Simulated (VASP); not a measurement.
Write the native input for VASP 6.6.1 that does the following.

* Task: single point
* Functional: PBE
* Potentials or basis: VASP PAW PBE potentials, release 64 (Cs_sv, Ag, N)
* Cutoff: 520 eV
* k mesh: 8 × 8 × 4
* Occupations: gaussian, width 0.1283 eV
* Spin: no spin polarisation
* Dipole correction: no
* Further INCAR settings: ALGO = Normal; EDIFF = 1e-06; NBANDS = 44

The structure of CsAg4N3 lies in POSCAR:

```
CsAg4N3
1.0
    4.0765160000      0.0000000000      0.0000000000
    0.0000000000      4.0765160000      0.0000000000
    0.0000000000      0.0000000000      9.7740330000
Cs Ag N
1 4 3
Direct
    0.0000000000      0.0000000000      0.5000000000
    0.0000000000      0.5000000000      0.1632300000
    0.5000000000      0.0000000000      0.1632300000
    0.0000000000      0.5000000000      0.8367700000
    0.5000000000      0.0000000000      0.8367700000
    0.5000000000      0.5000000000      0.3015000000
    0.5000000000      0.5000000000      0.6985000000
    0.0000000000      0.0000000000      0.0000000000
```

The input as run:

INCAR

```
PREC = Accurate ; ENCUT = 520
EDIFF = 1E-6 ; ISMEAR = 0
SIGMA = 0.1283 ; LREAL = False
LASPH = True ; NELM = 80
ALGO = Normal ; ISIF = 2
LWAVE = False ; LCHARG = True
GGA = PE ; LELF = True
LVHAR = True ; NBANDS = 44
```

KPOINTS

```
regular mesh
0
Gamma
  8 8 4
```

Potentials or basis: VASP PAW PBE potentials, release 64 (Cs_sv, Ag, N).

Command:

```sh
$ cat potpaw_PBE.64/Cs_sv/POTCAR potpaw_PBE.64/Ag/POTCAR potpaw_PBE.64/N/POTCAR > POTCAR
$ mpirun -np 1 vasp_std > vasp.out
```

It gave:

```yaml
Pressure: -7.2 GPa
Largest_force: 1.800 eV/Å
Band_gap_on_the_k_mesh: zero (bands 34 and 35 overlap by 1.21 eV)
```

Caveat: the cell stands under tension; spin-orbit coupling is left out, which moves the levels of the heavy elements; forces of over 1 eV/Å act on the atoms, so gaps and moduli don't describe the material at rest.

It took 5.4 min on 1 thread of Intel(R) Xeon(R) Platinum 8259CL CPU @ 2.50GHz (Skylake/Cascade Lake) (shared host), peak memory 0.43 GiB.
